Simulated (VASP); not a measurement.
# Tl (P6_3/mmc) in VASP: single point with PBE

Aim: the single point of Tl with PBE.

All numbers are computed with VASP 6.6.1; they aren't measurements. Logs are shortened: lines on timing, memory, paths and dates and some standing lists are left out, and cuts for length are marked.

## 1. The cell of the first run

The structure is hexagonal, space group P6_3/mmc (No. 194). Conventional cell: a = 3.456 Å, b = 3.456 Å, c = 5.525 Å, α = 90.00°, β = 90.00°, γ = 120.00°. Tl (site symmetry -6m2) has 12 Tl at 3.41 to 3.46 Å within 4.5 Å.

## 2. Single point, PBE

File INCAR:

```
PREC = Accurate
ENCUT = 500
EDIFF = 1E-6
ISMEAR = 0
SIGMA = 0.05
LREAL = False
LASPH = True
NELM = 120
ALGO = Normal
ISIF = 2
LWAVE = False
LCHARG = False
GGA = PE
NBANDS = 20
GGA_COMPAT = False
```

File KPOINTS:

```
regular mesh
0
Gamma
  18 18 8
```

File POSCAR:

```
Tl
1.0
    3.4560000000      0.0000000000      0.0000000000
   -1.7280000000      2.9929838000      0.0000000000
    0.0000000000      0.0000000000      5.5250000000
Tl
2
Direct
    0.3333333300      0.6666666700      0.2500000000
    0.6666666700      0.3333333300      0.7500000000
```

Potentials or basis: VASP PAW PBE potentials, release 64 (Tl_d).

The run is started by

```sh
$ cat potpaw_PBE.64/Tl_d/POTCAR > POTCAR
$ mpirun -np 1 vasp_std > vasp.out
```

OUTCAR:

```text
PREC = Accurate
   ENCUT = 500
   EDIFF = 1E-6
   ISMEAR = 0
   LREAL = False
   LASPH = True
   NELM = 120
   ISIF = 2
   GGA = PE

 ion  position               nearest neighbor table
   1  0.333  0.667  0.250-   2 3.41   2 3.41   2 3.41   2 3.41   2 3.41   2 3.41
   2  0.667  0.333  0.750-   1 3.41   1 3.41   1 3.41   1 3.41   1 3.41   1 3.41

  LATTYP: Found a hexagonal cell.
 ALAT       =     3.4560000000
 C/A-ratio  =     1.5986689815

  Lattice vectors:

 A1 = (   3.4560000000,   0.0000000000,   0.0000000000)
 A2 = (  -1.7280000000,   2.9929838000,   0.0000000000)
 A3 = (   0.0000000000,   0.0000000000,   5.5250000000)

Analysis of symmetry for initial positions (statically):
=====================================================================
 Subroutine PRICEL returns:
 Original cell was already a primitive cell.

 Routine SETGRP: Setting up the symmetry group for a
 hexagonal supercell.

 Subroutine GETGRP returns: Found 24 space group operations
 (whereof 12 operations were pure point group operations)
 out of a pool of 24 trial point group operations.

The static configuration has the point symmetry D_3d.
 The point group associated with its full space group is D_6h.

Analysis of symmetry for dynamics (positions and initial velocities):
=====================================================================
 Subroutine PRICEL returns:
 Original cell was already a primitive cell.

 Routine SETGRP: Setting up the symmetry group for a
 hexagonal supercell.

 Subroutine GETGRP returns: Found 24 space group operations
 (whereof 12 operations were pure point group operations)
 out of a pool of 24 trial point group operations.

The dynamic configuration has the point symmetry D_3d.
 The point group associated with its full space group is D_6h.

 Subroutine INISYM returns: Found 24 space group operations
 (whereof 12 operations are pure point group operations),
 and found     1 'primitive' translations

----------------------------------------------------------------------------------------

                                     Primitive cell

  volume of cell :      57.1492

  direct lattice vectors                    reciprocal lattice vectors
     3.456000000  0.000000000  0.000000000     0.289351852  0.167057369  0.000000000
    -1.728000000  2.992983800  0.000000000     0.000000000  0.334114739  0.000000000
     0.000000000  0.000000000  5.525000000     0.000000000  0.000000000  0.180995475

  length of vectors
     3.456000000  3.456000004  5.525000000     0.334114739  0.334114739  0.180995475

  position of ions in fractional coordinates (direct lattice)
     0.333333330  0.666666670  0.250000000
     0.666666670  0.333333330  0.750000000

  ion indices of the primitive-cell ions
   primitive index   ion index
                 1           1
                 2           2

----------------------------------------------------------------------------------------

 KPOINTS: regular mesh

Automatic generation of k-mesh.
 Grid dimensions read from file:
 generate k-points for:   18   18    8

 Generating k-lattice:

  Cartesian coordinates                     Fractional coordinates (reciprocal lattice)
     0.016075103  0.009280965  0.000000000     0.055555556  0.000000000  0.000000000
     0.000000000  0.018561930  0.000000000     0.000000000  0.055555556  0.000000000
     0.000000000  0.000000000  0.022624434     0.000000000  0.000000000  0.125000000

  Length of vectors
     0.018561930  0.018561930  0.022624434

  Shift w.r.t. Gamma in fractional coordinates (k-lattice)
     0.000000000  0.000000000  0.000000000

 Subroutine IBZKPT returns following result:
 ===========================================

 Found    185 irreducible k-points:

 Following reciprocal coordinates:
            Coordinates               Weight
  0.000000  0.000000  0.000000      1.000000
  0.055556 -0.000000  0.000000      6.000000
  0.111111 -0.000000  0.000000      6.000000
  0.166667  0.000000  0.000000      6.000000
  0.222222 -0.000000  0.000000      6.000000
  0.277778  0.000000  0.000000      6.000000
[... 16 lines left out ...]
  0.333333  0.111111  0.000000     12.000000
  0.388889  0.111111  0.000000     12.000000
 [... further k-points ...]
   k-points           NKPTS =    185   k-points in BZ     NKDIM =    185   number of bands    NBANDS=     20
   number of dos      NEDOS =    301   number of ions     NIONS =      2
   total plane-waves  NPLWV =  31360
   dimension x,y,z NGX =    28 NGY =   28 NGZ =   40
   dimension x,y,z NGXF=    56 NGYF=   56 NGZF=   80
   ions per type =               2
   NGX,Y,Z   is equivalent  to a cutoff of  13.47, 13.47, 12.04 a.u.
   NGXF,Y,Z  is equivalent  to a cutoff of  26.94, 26.94, 24.07 a.u.
 SYSTEM =  unknown system
   PREC   = accura    normal or accurate (medium, high low for compatibility)
   ISTART =      0    job   : 0-new  1-cont  2-samecut
   ICHARG =      2    charge: 1-file 2-atom 10-const
   ISPIN  =      1    spin polarized calculation?
   LNONCOLLINEAR =      F non collinear calculations
   LSORBIT =      F    spin-orbit coupling
   LASPH  =      T    aspherical Exc in radial PAW
   ENCUT  =  500.0 eV  36.75 Ry    6.06 a.u.   6.30  6.30 10.07*2*pi/ulx,y,z
   NELM   =    120;   NELMIN=  2; NELMDL= -5     # of ELM steps
   EDIFF  = 0.1E-05   stopping-criterion for ELM
   LREAL  =      F    real-space projection
   EDIFFG = 0.1E-04   stopping-criterion for IOM
   NSW    =      0    number of steps for IOM
   IBRION =     -1    ionic relax: 0-MD 1-quasi-New 2-CG
   NFREE  =      0    steps in history (QN), initial steepest desc. (CG)
   ISIF   =      2    stress and relaxation
   ISYM   =      2    0-nonsym 1-usesym 2-fastsym
   POTIM  = 0.5000    time-step for ionic-motion
   TEBEG  =    0.0;   TEEND  =   0.0 temperature during run
   PSTRESS=    0.0 pullay stress
   NELECT =      26.0000    total number of electrons
   NUPDOWN=      -1.0000    fix difference up-down
   EMIN   =  10.00;   EMAX   =-10.00  energy-range for DOS
   EFERMI =   0.00;   METHOD = LEGACY
   ISMEAR =     0;   SIGMA  =   0.05  broadening in eV -4-tet -1-fermi 0-gaus
   EFERMI_NEDOS =   21; number of points for ismear=-14 and -15
   IALGO  =     38    algorithm
   IMIX   =      4    mixing-type and parameters
     AMIX     =   0.40;   BMIX     =  1.00
     AMIX_MAG =   1.60;   BMIX_MAG =  1.00
  volume/ion in A,a.u.               =      28.57       192.83
  Fermi-wavevector in a.u.,A,eV,Ry     =   1.259107  2.379366 21.569987  1.585349
  Thomas-Fermi vector in A             =   2.392683
   LORBIT       =      0    0 simple, 1 ext, 2 COOP (PROOUT), +10 PAW based schemes
   GGA     = PE    functional components
   LHFCALC =     F    Hartree Fock is set to
   AEXX    =    0.0000 exact exchange contribution
   IVDW    =     0    specifies the selected vdW correction
   LEPSILON=     F    determine dielectric tensor
   LRPA    =     F    only Hartree local field effects (RPA)
 non-spin polarized calculation
 Gauss-broadening in eV      SIGMA  =   0.05
  energy-cutoff  :      500.00
  volume of cell :       57.15
 maximum number of plane-waves:      1466
 NGX is ok and might be reduce to    28
   NGX = 13   NGY = 13   NGZ = 21

 number of electron      25.9999994 magnetization

 Free energy of the ion-electron system (eV)
  ---------------------------------------------------
  ext. energy  EPLUGINS =         0.00000000
  ---------------------------------------------------
  free energy    TOTEN  =        -4.39759962 eV

  energy without entropy =       -4.39636997  energy(sigma->0) =       -4.39698479

 E-fermi :   6.6006     XC(G=0): -10.1948

 val. band max:        6.5882174552   @ k =   0.3333   0.0556   0.0000
 cond. band min:       6.6020032688   @ k =   0.2778   0.1667   0.5000
 fundamental gap:      0.0137858136
 Fermi energy:         6.6005984463

 k-point     1 :       0.0000    0.0000    0.0000
  band No.  band energies     occupation
      1      -5.2284      2.00000
      2      -4.9995      2.00000
      3      -4.9803      2.00000
      4      -4.9803      2.00000
      5      -4.9267      2.00000
      6      -4.9267      2.00000
[... 12 lines left out ...]
     19      17.4109      0.00000
     20      17.5056      0.00000

 k-point     2 :       0.0556   -0.0000    0.0000
  band No.  band energies     occupation
      1      -5.2173      2.00000
      2      -5.0175      2.00000
      3      -4.9669      2.00000
      4      -4.9596      2.00000
      5      -4.9276      2.00000
      6      -4.9142      2.00000
[... 12 lines left out ...]
     19      17.4912      0.00000
     20      17.7992      0.00000

 k-point     3 :       0.1111   -0.0000    0.0000
  band No.  band energies     occupation
      1      -5.1922      2.00000
      2      -5.0389      2.00000
      3      -4.9388      2.00000
      4      -4.9283      2.00000
      5      -4.9172      2.00000
      6      -4.8941      2.00000
[... 12 lines left out ...]
     19      17.2417      0.00000
     20      18.3728      0.00000

 k-point     4 :       0.1667    0.0000    0.0000
  band No.  band energies     occupation
      1      -5.1819      2.00000
      2      -5.0403      2.00000
      3      -4.9463      2.00000
      4      -4.9323      2.00000
      5      -4.9120      2.00000
      6      -4.8698      2.00000
[... 12 lines left out ...]
     19      16.9540      0.00000
     20      18.4406      0.00000

 k-point     5 :       0.2222   -0.0000    0.0000
  band No.  band energies     occupation
      1      -5.2061      2.00000
      2      -5.0287      2.00000
      3      -4.9840      2.00000
      4      -4.9408      2.00000
      5      -4.9403      2.00000
      6      -4.8090      2.00000
[... 12 lines left out ...]
     19      16.5213      0.00000
     20      17.8664      0.00000
[... 353 lines left out ...]
      6      -4.7710      2.00000
[... 12 lines left out ...]
     19      16.2254      0.00000
     20      16.8608      0.00000

 k-point    22 :       0.2778    0.1111    0.0000
  band No.  band energies     occupation
      1      -5.2312      2.00000
      2      -5.1199      2.00000
      3      -5.0512      2.00000
      4      -4.9954      2.00000
      5      -4.8651      2.00000
      6      -4.7665      2.00000
[... 12 lines left out ...]
     19      15.8211      0.00000
     20      16.6310      0.00000

 k-point    23 :       0.3333    0.1111    0.0000
  band No.  band energies     occupation
      1      -5.2630      2.00000
      2      -5.1679      2.00000
      3      -5.0589      2.00000
      4      -5.0074      2.00000
      5      -4.8295      2.00000
      6      -4.7953      2.00000
[... 12 lines left out ...]
     19      15.5407      0.00000
     20      16.4589      0.00000

 k-point    24 :       0.3889    0.1111    0.0000
  band No.  band energies     occupation
      1      -5.2836      2.00000
      2      -5.1993      2.00000
      3      -5.0677      2.00000
      4      -5.0143      2.00000
      5      -4.8141      2.00000
      6      -4.8033      2.00000
[... 12 lines left out ...]
     19      15.3743      0.00000
     20      16.3541      0.00000

 [... further k-points ...]

------------------------ aborting loop because EDIFF is reached ----------------------------------------

  FORCE on cell =-STRESS in cart. coord.  units (eV):
  Direction    XX          YY          ZZ          XY          YZ          ZX
  --------------------------------------------------------------------------------------
  -------------------------------------------------------------------------------------
  Total        1.1146409      1.1146409      1.1299727      0.0000000     -0.0000000      0.0000000
  in kB       31.2489304     31.2489305     31.6787579      0.0000000     -0.0000000      0.0000000
  external PRESSURE =      31.3922063 kB  Pullay stress =       0.0000000 kB

 VOLUME and BASIS-vectors are now :
 -----------------------------------------------------------------------------
  energy-cutoff  :      500.00
  volume of cell :       57.15
      direct lattice vectors                 reciprocal lattice vectors
     3.456000000  0.000000000  0.000000000     0.289351852  0.167057369  0.000000000
    -1.728000000  2.992983800  0.000000000     0.000000000  0.334114739  0.000000000
     0.000000000  0.000000000  5.525000000     0.000000000  0.000000000  0.180995475

 POSITION                                       TOTAL-FORCE (eV/Angst)
 -----------------------------------------------------------------------------------
     -0.00000      1.99532      1.38125         0.000000     -0.000000      0.000000
      1.72800      0.99766      4.14375        -0.000000      0.000000      0.000000
 -----------------------------------------------------------------------------------
    total drift:                               -0.000004      0.000002      0.000000

  FREE ENERGIE OF THE ION-ELECTRON SYSTEM (eV)
  ---------------------------------------------------
  free  energy   TOTEN  =        -4.3975996183 eV

  energy  without entropy=       -4.3963699713  energy(sigma->0) =       -4.39698479
```

Wall time 50 s (1 thread of Intel Xeon 6975P-C (Granite Rapids), shared host); peak memory 0.29 GiB.

Results:

```
Free energy            : -4.3976 eV
Pressure               : 3.1 GPa
Band gap on the k mesh : zero (bands 13 and 14 overlap by 5.79 eV)
```

Caveat: the cell stands under pressure; spin-orbit coupling is left out, which moves the levels of the heavy elements.
